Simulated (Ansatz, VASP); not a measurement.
## Two plane-wave programs on Rb

```
Rb
1.0
     4.58293    0.00000    0.00000
    -2.29146    3.96893    0.00000
     0.00000    0.00000    7.55701
Rb
2
Cartesian
  0.0000 2.6460 1.8893
  2.2915 1.3230 5.6678
```

Alike in both runs: task single point; functional LDA; k mesh 9 × 9 × 5; occupations fermi-dirac, width 0.1 eV; no spin polarisation.

|  | VASP | Ansatz |
| --- | --- | --- |
| version | VASP 6.6.1 | Ansatz 0.2.0 |
| potentials or method | VASP PAW LDA potentials, release 64 (Rb_sv), cutoff 520 eV | plane waves (420 eV) with PAW, scalar-relativistic |
| valence electrons in the cell | 18 | 18 |

|  | VASP | Ansatz | Ansatz less VASP |
| --- | --- | --- | --- |
| pressure (GPa) | 0.6 | 0.6 | 0.00 |

Ansatz warns that its potentials were made for another functional, while VASP's fit it. LDA's correlation is that of Perdew and Zunger in VASP and of Perdew and Wang (1992) in Ansatz.
